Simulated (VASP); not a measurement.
# Dy3GaS2 (Cmmm) in VASP: single point with PBE

Aim: the single point of Dy3GaS2 with PBE.

Everything below comes from runs of VASP 6.6.1. Logs are shortened: lines on timing, memory, paths and dates and some standing lists are left out, and cuts for length are marked.

## (1) The cell of the first run

Symmetry: Cmmm, No. 65, orthorhombic system. The conventional cell has a = 8.273 Å, b = 8.541 Å, c = 7.792 Å, α = 90.00°, β = 90.00°, γ = 90.00°. Within 3.9 Å of Dy (site symmetry 2/m) lie 2 Dy at 2.97 Å and 2 Ga at 2.97 Å and 4 S at 3.83 Å. Within 3.2 Å of Dy (site symmetry mmm) lie 2 S at 2.42 Å and 4 Dy at 2.97 Å. Within 3.9 Å of Ga (site symmetry mmm) lie 4 Dy at 2.97 Å. Within 3.2 Å of S (site symmetry mm2) lie 1 Dy at 2.42 Å and 1 S at 2.95 Å.

The cell was generated, and may not be a known phase.

## (2) Single point, PBE

Input file INCAR:

```
SYSTEM = Dy3GaS2
PREC = Accurate
ENCUT = 500
EDIFF = 1E-6
ISMEAR = 0
SIGMA = 0.2
LREAL = .FALSE.
LASPH = .TRUE.
NELM = 200
ALGO = Normal
ISIF = 2
LWAVE = .FALSE.
LCHARG = .FALSE.
GGA = PE
NBANDS = 35
GGA_COMPAT = .FALSE.
LMAXMIX = 6
```

Input file KPOINTS:

```
Automatic mesh
0
G
  3 3 3
  0 0 0
```

Input file POSCAR:

```
Dy3GaS2
1.0
    4.1365956292     -4.2703692596      0.0000000000
    4.1365956292      4.2703692596      0.0000000000
    0.0000000000      0.0000000000      7.7918333772
Dy Ga S
3 1 2
Direct
    0.0000000000      0.5000000000      0.0000000000
    0.5000000000      0.0000000000      0.0000000000
    0.5000000000      0.5000000000      0.0000000000
    0.0000000000      0.0000000000      0.0000000000
    0.5000000000      0.5000000000      0.6891972295
    0.5000000000      0.5000000000      0.3108027705
```

Potentials or basis: VASP PAW PBE potentials, release 64 (Dy_3, Ga_d, S), 4f in core.

Started as:

```console
> cat potpaw_PBE.64/Dy_3/POTCAR potpaw_PBE.64/Ga_d/POTCAR potpaw_PBE.64/S/POTCAR > POTCAR
> mpirun -np 1 vasp_std > vasp.out
```

OUTCAR:

```text
SYSTEM = Dy3GaS2
   PREC = Accurate
   ENCUT = 500
   EDIFF = 1E-6
   ISMEAR = 0
   LREAL = .FALSE.
   LASPH = .TRUE.
   NELM = 200
   ISIF = 2
   GGA = PE

 ion  position               nearest neighbor table
   1  0.000  0.500  0.000-   3 2.97   4 2.97   4 2.97   3 2.97
   2  0.500  0.000  0.000-   3 2.97   4 2.97   3 2.97   4 2.97
   3  0.500  0.500  0.000-   5 2.42   6 2.42   1 2.97   2 2.97   2 2.97   1 2.97
   4  0.000  0.000  0.000-   1 2.97   2 2.97   1 2.97   2 2.97
   5  0.500  0.500  0.689-   3 2.42
   6  0.500  0.500  0.311-   3 2.42

  LATTYP: Found a base centered orthorhombic cell.
 ALAT       =     8.2731912584
 B/A-ratio  =     1.0323390639
 C/A-ratio  =     0.9418171457

  Lattice vectors:

 A1 = (   4.1365956292,  -4.2703692596,   0.0000000000)
 A2 = (   4.1365956292,   4.2703692596,   0.0000000000)
 A3 = (   0.0000000000,   0.0000000000,   7.7918333772)

Analysis of symmetry for initial positions (statically):
=====================================================================
 Subroutine PRICEL returns:
 Original cell was already a primitive cell.

 Routine SETGRP: Setting up the symmetry group for a
 base centered orthorhombic supercell.

 Subroutine GETGRP returns: Found  8 space group operations
 (whereof  8 operations were pure point group operations)
 out of a pool of  8 trial point group operations.

The static configuration has the point symmetry D_2h.

Analysis of symmetry for dynamics (positions and initial velocities):
=====================================================================
 Subroutine PRICEL returns:
 Original cell was already a primitive cell.

 Routine SETGRP: Setting up the symmetry group for a
 base centered orthorhombic supercell.

 Subroutine GETGRP returns: Found  8 space group operations
 (whereof  8 operations were pure point group operations)
 out of a pool of  8 trial point group operations.

The dynamic configuration has the point symmetry D_2h.

 Subroutine INISYM returns: Found  8 space group operations
 (whereof  8 operations are pure point group operations),
 and found     1 'primitive' translations

----------------------------------------------------------------------------------------

                                     Primitive cell

  volume of cell :     275.2822

  direct lattice vectors                    reciprocal lattice vectors
     4.136595629 -4.270369260  0.000000000     0.120872342 -0.117085893  0.000000000
     4.136595629  4.270369260  0.000000000     0.120872342  0.117085893  0.000000000
     0.000000000  0.000000000  7.791833377     0.000000000  0.000000000  0.128339500

  length of vectors
     5.945374422  5.945374422  7.791833377     0.168283182  0.168283182  0.128339500

  position of ions in fractional coordinates (direct lattice)
     0.000000000  0.500000000  0.000000000
     0.500000000  0.000000000  0.000000000
     0.500000000  0.500000000  0.000000000
     0.000000000  0.000000000  0.000000000
     0.500000000  0.500000000  0.689197230
     0.500000000  0.500000000  0.310802770

  ion indices of the primitive-cell ions
   primitive index   ion index
                 1           1
                 2           2
                 3           3
                 4           4
                 5           5
                 6           6

----------------------------------------------------------------------------------------

 KPOINTS: Automatic mesh

Automatic generation of k-mesh.
 Grid dimensions read from file:
 generate k-points for:    3    3    3

 Generating k-lattice:

  Cartesian coordinates                     Fractional coordinates (reciprocal lattice)
     0.040290781 -0.039028631  0.000000000     0.333333333  0.000000000  0.000000000
     0.040290781  0.039028631  0.000000000     0.000000000  0.333333333  0.000000000
     0.000000000  0.000000000  0.042779833     0.000000000  0.000000000  0.333333333

  Length of vectors
     0.056094394  0.056094394  0.042779833

  Shift w.r.t. Gamma in fractional coordinates (k-lattice)
     0.000000000  0.000000000  0.000000000

 Subroutine IBZKPT returns following result:
 ===========================================

 Found      8 irreducible k-points:

 Following reciprocal coordinates:
            Coordinates               Weight
  0.000000  0.000000  0.000000      1.000000
  0.333333  0.000000  0.000000      4.000000
  0.333333  0.333333  0.000000      2.000000
 -0.333333  0.333333  0.000000      2.000000
  0.000000  0.000000  0.333333      2.000000
  0.333333  0.000000  0.333333      8.000000
  0.333333  0.333333  0.333333      4.000000
 -0.333333  0.333333  0.333333      4.000000
   k-points           NKPTS =      8   k-points in BZ     NKDIM =      8   number of bands    NBANDS=     35
   number of dos      NEDOS =    301   number of ions     NIONS =      6
   total plane-waves  NPLWV = 138240
   dimension x,y,z NGX =    48 NGY =   48 NGZ =   60
   dimension x,y,z NGXF=    96 NGYF=   96 NGZF=  120
   ions per type =               3   1   2
   NGX,Y,Z   is equivalent  to a cutoff of  13.42, 13.42, 12.80 a.u.
   NGXF,Y,Z  is equivalent  to a cutoff of  26.84, 26.84, 25.60 a.u.
 SYSTEM =  Dy3GaS2
   PREC   = accura    normal or accurate (medium, high low for compatibility)
   ISTART =      0    job   : 0-new  1-cont  2-samecut
   ICHARG =      2    charge: 1-file 2-atom 10-const
   ISPIN  =      1    spin polarized calculation?
   LNONCOLLINEAR =      F non collinear calculations
   LSORBIT =      F    spin-orbit coupling
   LASPH  =      T    aspherical Exc in radial PAW
   ENCUT  =  500.0 eV  36.75 Ry    6.06 a.u.  10.84 10.84 14.21*2*pi/ulx,y,z
   NELM   =    200;   NELMIN=  2; NELMDL= -5     # of ELM steps
   EDIFF  = 0.1E-05   stopping-criterion for ELM
   LREAL  =      F    real-space projection
   EDIFFG = 0.1E-04   stopping-criterion for IOM
   NSW    =      0    number of steps for IOM
   IBRION =     -1    ionic relax: 0-MD 1-quasi-New 2-CG
   NFREE  =      0    steps in history (QN), initial steepest desc. (CG)
   ISIF   =      2    stress and relaxation
   ISYM   =      2    0-nonsym 1-usesym 2-fastsym
   POTIM  = 0.5000    time-step for ionic-motion
   TEBEG  =    0.0;   TEEND  =   0.0 temperature during run
   PSTRESS=    0.0 pullay stress
   NELECT =      52.0000    total number of electrons
   NUPDOWN=      -1.0000    fix difference up-down
   EMIN   =  10.00;   EMAX   =-10.00  energy-range for DOS
   EFERMI =   0.00;   METHOD = LEGACY
   ISMEAR =     0;   SIGMA  =   0.20  broadening in eV -4-tet -1-fermi 0-gaus
   EFERMI_NEDOS =   21; number of points for ismear=-14 and -15
   IALGO  =     38    algorithm
   IMIX   =      4    mixing-type and parameters
     AMIX     =   0.40;   BMIX     =  1.00
     AMIX_MAG =   1.60;   BMIX_MAG =  1.00
  volume/ion in A,a.u.               =      45.88       309.62
  Fermi-wavevector in a.u.,A,eV,Ry     =   0.939326  1.775070 12.004886  0.882334
  Thomas-Fermi vector in A             =   2.066627
   LORBIT       =      0    0 simple, 1 ext, 2 COOP (PROOUT), +10 PAW based schemes
   GGA     = PE    functional components
   LHFCALC =     F    Hartree Fock is set to
   AEXX    =    0.0000 exact exchange contribution
   IVDW    =     0    specifies the selected vdW correction
   LEPSILON=     F    determine dielectric tensor
   LRPA    =     F    only Hartree local field effects (RPA)
 non-spin polarized calculation
 Gauss-broadening in eV      SIGMA  =   0.20
  energy-cutoff  :      500.00
  volume of cell :      275.28
 maximum number of plane-waves:      7032
 NGX is ok and might be reduce to    48
   NGX = 21   NGY = 21   NGZ = 29

 number of electron      51.9999994 magnetization

 Free energy of the ion-electron system (eV)
  ---------------------------------------------------
  ext. energy  EPLUGINS =         0.00000000
  ---------------------------------------------------
  free energy    TOTEN  =       -22.85049610 eV

  energy without entropy =      -22.76601217  energy(sigma->0) =      -22.80825413

 E-fermi :   0.0936     XC(G=0):  -6.7174

 val. band max:        0.0576390379   @ k =  -0.3333   0.3333   0.3333
 cond. band min:       0.2218043957   @ k =   0.3333   0.3333   0.0000
 fundamental gap:      0.1641653578
 Fermi energy:         0.0936478776

 k-point     1 :       0.0000    0.0000    0.0000
  band No.  band energies     occupation
      1     -24.4534      2.00000
      2     -24.4329      2.00000
      3     -24.3503      2.00000
      4     -24.3307      2.00000
      5     -23.9028      2.00000
      6     -23.8850      2.00000
[... 27 lines left out ...]
     34       2.1990      0.00000
     35       2.3513      0.00000

 k-point     2 :       0.3333    0.0000    0.0000
  band No.  band energies     occupation
      1     -24.4387      2.00000
      2     -24.3442      2.00000
      3     -24.3339      2.00000
      4     -24.2516      2.00000
      5     -23.9066      2.00000
      6     -23.8945      2.00000
[... 27 lines left out ...]
     34       2.0657      0.00000
     35       3.2547      0.00000

 k-point     3 :       0.3333    0.3333    0.0000
  band No.  band energies     occupation
      1     -24.3393      2.00000
      2     -24.3359      2.00000
      3     -24.2646      2.00000
      4     -24.2336      2.00000
      5     -23.9315      2.00000
      6     -23.8750      2.00000
[... 27 lines left out ...]
     34       2.5622      0.00000
     35       2.6832      0.00000

 k-point     4 :      -0.3333    0.3333    0.0000
  band No.  band energies     occupation
      1     -24.3408      2.00000
      2     -24.3344      2.00000
      3     -24.2710      2.00000
      4     -24.2284      2.00000
      5     -23.9358      2.00000
      6     -23.8691      2.00000
[... 27 lines left out ...]
     34       2.5372      0.00000
     35       2.6063      0.00000

 k-point     5 :       0.0000    0.0000    0.3333
  band No.  band energies     occupation
      1     -24.4534      2.00000
      2     -24.4330      2.00000
      3     -24.3504      2.00000
      4     -24.3308      2.00000
      5     -23.9028      2.00000
      6     -23.8850      2.00000
[... 27 lines left out ...]
     34       2.0999      0.00000
     35       2.2761      0.00000

 k-point     6 :       0.3333    0.0000    0.3333
  band No.  band energies     occupation
      1     -24.4387      2.00000
      2     -24.3442      2.00000
      3     -24.3339      2.00000
      4     -24.2516      2.00000
      5     -23.9066      2.00000
      6     -23.8945      2.00000
[... 27 lines left out ...]
     34       2.1368      0.00000
     35       3.0817      0.00000

 k-point     7 :       0.3333    0.3333    0.3333
  band No.  band energies     occupation
      1     -24.3393      2.00000
      2     -24.3359      2.00000
      3     -24.2646      2.00000
      4     -24.2336      2.00000
      5     -23.9315      2.00000
      6     -23.8750      2.00000
[... 27 lines left out ...]
     34       2.4156      0.00000
     35       2.5937      0.00000

 k-point     8 :      -0.3333    0.3333    0.3333
  band No.  band energies     occupation
      1     -24.3408      2.00000
      2     -24.3344      2.00000
      3     -24.2710      2.00000
      4     -24.2284      2.00000
      5     -23.9358      2.00000
      6     -23.8691      2.00000
[... 27 lines left out ...]
     34       2.5285      0.00000
     35       2.6689      0.00000

------------------------ aborting loop because EDIFF is reached ----------------------------------------

  FORCE on cell =-STRESS in cart. coord.  units (eV):
  Direction    XX          YY          ZZ          XY          YZ          ZX
  --------------------------------------------------------------------------------------
  -------------------------------------------------------------------------------------
  Total       -0.0820129      0.1324891      0.8639018      0.0000000      0.0000000      0.0000000
  in kB       -0.4773252      0.7711035      5.0280181      0.0000000      0.0000000      0.0000000
  external PRESSURE =       1.7739322 kB  Pullay stress =       0.0000000 kB

 VOLUME and BASIS-vectors are now :
 -----------------------------------------------------------------------------
  energy-cutoff  :      500.00
  volume of cell :      275.28
      direct lattice vectors                 reciprocal lattice vectors
     4.136595629 -4.270369260  0.000000000     0.120872342 -0.117085893  0.000000000
     4.136595629  4.270369260  0.000000000     0.120872342  0.117085893  0.000000000
     0.000000000  0.000000000  7.791833377     0.000000000  0.000000000  0.128339500

 POSITION                                       TOTAL-FORCE (eV/Angst)
 -----------------------------------------------------------------------------------
      2.06830      2.13518      0.00000         0.000000     -0.000000      0.000000
      2.06830     -2.13518      0.00000         0.000000     -0.000000      0.000000
      4.13660      0.00000      0.00000         0.000000      0.000000      0.000000
      0.00000      0.00000      0.00000         0.000000     -0.000000      0.000000
      4.13660      0.00000      5.37011        -0.000000     -0.000000     -0.082280
      4.13660      0.00000      2.42172         0.000000     -0.000000      0.082280
 -----------------------------------------------------------------------------------
    total drift:                                0.000000      0.000000      0.000000

  FREE ENERGIE OF THE ION-ELECTRON SYSTEM (eV)
  ---------------------------------------------------
  free  energy   TOTEN  =       -22.8504960953 eV

  energy  without entropy=      -22.7660121736  energy(sigma->0) =      -22.80825413
```

It took 60 s on 1 thread of AMD EPYC 9R45 (Zen 5), shared host; peak memory 0.36 GiB.

Results:

```
Free energy            : -22.8505 eV
Pressure               : 0.2 GPa
Largest force          : 0.082 eV/Å
Band gap on the k mesh : zero (bands 26 and 27 overlap by 0.29 eV)
```

Forces on the atoms (eV/Å):
```
Dy   0.000  0.000  0.000
Dy   0.000  0.000  0.000
Dy   0.000  0.000  0.000
Ga   0.000  0.000  0.000
S    0.000  0.000 -0.082
S    0.000  0.000  0.082
```

Levels at points of the mesh, in eV from the Fermi level:
```
           k point  band 23  band 24  band 25  band 26  band 27  band 28  band 29  band 30
(0.00, 0.00, 0.00)    -1.68    -1.28    -0.73     0.21     0.64     0.65     0.92     1.23
```

Caveat: spin-orbit coupling is left out, which moves the levels of the heavy elements; this functional lacks dispersion, which binds layers or chains, so the pressure and a relaxed spacing across them are unreliable; the 4f electrons are frozen in the core, so they carry no moment and show no levels; the run has no spin polarisation, though such a crystal can be magnetic.

The gap in the log of VASP goes by the Fermi energy; the results here count the filled bands.